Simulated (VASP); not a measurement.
Write the native input for VASP 6.6.1 that does the following.

- Task: single point
- Functional: PBEsol
- Potentials or basis: VASP PAW PBE potentials, release 64 (Pd)
- Cutoff: 500 eV
- k mesh: 5 × 5 × 3
- Occupations: fermi-dirac, width 0.02 eV
- Spin: no spin polarisation
- Dipole correction: no
- Further INCAR settings: ALGO = Normal; EDIFF = 1e-06; NBANDS = 17

The structure of Pd lies in POSCAR:

```
Pd
1.0
    2.7836650000      0.0000000000      0.0000000000
   -1.3918325000      2.4107246056      0.0000000000
    0.0000000000      0.0000000000      4.6288930000
Pd
2
Direct
    0.6666666667      0.3333333333      0.7500000000
    0.3333333333      0.6666666667      0.2500000000
```

The input as run:

INCAR

```
  PREC = Accurate
  ENCUT = 500
  EDIFF = 1E-6
  ISMEAR = -1
  SIGMA = 0.02
  LREAL = False
  LASPH = True
  NELM = 120
  ALGO = Normal
  ISIF = 2
  LWAVE = False
  LCHARG = False
  GGA = PS
  NBANDS = 17
  GGA_COMPAT = False
```

KPOINTS

```
Automatic mesh
0
Gamma
  5 5 3
```

Potentials or basis: VASP PAW PBE potentials, release 64 (Pd).

Run with:

```bash
$ cat potpaw_PBE.64/Pd/POTCAR > POTCAR
$ mpirun -np 1 vasp_std > vasp.out
```

It gave:

```json
{
  "Pressure": "-8.0 GPa",
  "Band gap on the k mesh": "zero (band 10 reaches 8.90 eV, above the bottom of band 11 at 8.50 eV)"
}
```

Caveat: the k points lie up to 0.52 Å⁻¹ apart; the PAW data sets were made with another functional, which shifts forces and pressure a little.

Run time: 5.5 s on 1 thread of Intel Xeon 6975P-C, on a shared host, peak memory 0.13 GiB.
